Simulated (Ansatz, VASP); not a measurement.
## PtSe2 in VASP and in Ansatz

File INCAR:

```
PREC = Accurate ; ENCUT = 520
EDIFF = 1E-6 ; ISMEAR = 0
SIGMA = 0.15 ; LREAL = False
LASPH = True ; NELM = 60
ALGO = Normal ; ISIF = 2
LWAVE = False ; LCHARG = False
GGA = PE ; IVDW = 12
NBANDS = 18
```

KPOINTS

```
Automatic mesh
0
Gamma
  12 12 8
```

Contents of POSCAR:

```
PtSe2
1.0
    3.7715031150      0.0000000000      0.0000000000
   -1.8857515575      3.2662175080      0.0000000000
    0.0000000000      0.0000000000      4.8219239451
Pt Se
1 2
Direct
    0.0000000000      0.0000000000      0.0000000000
    0.3333333333      0.6666666667      0.2341021151
    0.6666666667      0.3333333333      0.7658978849
```

Input for Ansatz:

```yaml
crystal:
  lattice:
    - [3.771503115, 0.0, 0.0]
    - [-1.8857515575, 3.266217508, 0.0]
    - [0.0, 0.0, 4.8219239451]
  atoms:
    - { symbol: Pt, position: [0.0, 0.0, 0.0] }
    - { symbol: Se, position: [0.3333333333, 0.6666666667, 0.2341021151] }
    - { symbol: Se, position: [0.6666666667, 0.3333333333, 0.7658978849] }
basis:
  ecutwfc: 420
kpoints:
  mp_grid: { grid: [12, 12, 8] }
hamiltonian:
  xc: pbe
  pseudopotentials: { kind: paw, azcp: { folder: soft_1 } }
  dispersion: d3bj
scf:
  occupations: { method: gaussian, width: 0.15 }
output:
  forces: true
  stress: true
  eigenvalues: true
```

Alike in both runs: task single point; functional PBE; dispersion D3(BJ); k mesh 12 × 12 × 8; occupations gaussian, width 0.15 eV; no spin polarisation.

|  | VASP | Ansatz |
| --- | --- | --- |
| version | VASP 6.6.1 | Ansatz 0.2.0 |
| potentials or method | VASP PAW PBE potentials, release 64 (Pt, Se), cutoff 520 eV | scalar-relativistic, plane waves, PAW |
| valence electrons in the cell | 22 | 50 |

Ansatz gave:

| Property | Result |
| --- | --- |
| gap on the k mesh at the Fermi level (eV) | none |
| pressure (GPa) | 10.2 |
| traceless stress, the component that is largest in VASP (GPa) | -0.43 |
| rms of the force components (eV/Å) | 0.933 |

**Question.** Which values does VASP return?

**Answer.** gap on the k mesh at the Fermi level (eV): none; pressure (GPa): 10.2; traceless stress, the component that is largest in VASP (GPa): -0.44; rms of the force components (eV/Å): 0.937.

Atom by atom the forces differ by 0.004 eV/Å (rms over components). A gap of «none» marks a metal or a gap that the smearing closes. VASP's potentials hold 22 valence electrons a cell and Ansatz's 50, so a difference there can come from the potentials and not from the codes.

Spin-orbit coupling is off throughout.
